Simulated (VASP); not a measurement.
Write the native input for VASP 6.6.1 that does the following.

```yaml
Task: single point
Functional: PBEsol
Potentials_or_basis: VASP PAW PBE potentials, release 64 (Be)
Cutoff: 520 eV
k_mesh: 13 × 13 × 8
Occupations: fermi-dirac, width 0.05 eV
Spin: no spin polarisation
Dipole_correction: no
Further_INCAR_settings: ALGO = Normal; EDIFF = 1e-06; NBANDS = 9
```

The structure of Be lies in POSCAR:

```
Be
1.0
    2.2606469737      0.0000000000      0.0000000000
   -1.1303234868      1.9577777082      0.0000000000
    0.0000000000      0.0000000000      3.5425136914
Be
2
Direct
    0.6666666667      0.3333333333      0.7500000000
    0.3333333333      0.6666666667      0.2500000000
```

One way to write it, as run:

INCAR

```
SYSTEM = Be
ALGO     = Normal         ! electronic algorithm
EDIFF    = 1E-6           ! SCF threshold, eV
ENCUT    = 520            ! plane-wave cutoff, eV
GGA      = PS             ! functional
ISIF     = 2              ! what is computed and relaxed
ISMEAR   = -1             ! smearing method
LASPH    = .True.         ! aspherical terms in the spheres
LCHARG   = .True.         ! write CHGCAR
LELF     = .True.         ! ELF
LREAL    = .False.        ! projectors in reciprocal space
LVHAR    = .True.       
LWAVE    = .False.        ! write WAVECAR
NBANDS   = 9              ! bands
NELM     = 80             ! most SCF steps
PREC     = Accurate       ! precision mode
SIGMA    = 0.05           ! smearing width, eV
```

KPOINTS

```
k-points
0
Gamma
  13 13 8
  0 0 0
```

Potentials or basis: VASP PAW PBE potentials, release 64 (Be).

Launch:

```sh
$ cat potpaw_PBE.64/Be/POTCAR > POTCAR
$ mpirun -np 1 vasp_std > vasp.out
```

It gave:

```yaml
Pressure: 0.5 GPa
Band_gap_on_the_k_mesh: zero (band 2 reaches 8.18 eV, above the bottom of band 3 at 6.54 eV)
```

Caveat: the PAW data sets were made with another functional, which shifts forces and pressure a little.

Run time: 8.4 s on 1 thread of Intel(R) Xeon(R) Platinum 8259CL CPU @ 2.50GHz (Skylake/Cascade Lake), with other jobs on the host, peak memory 0.13 GiB.
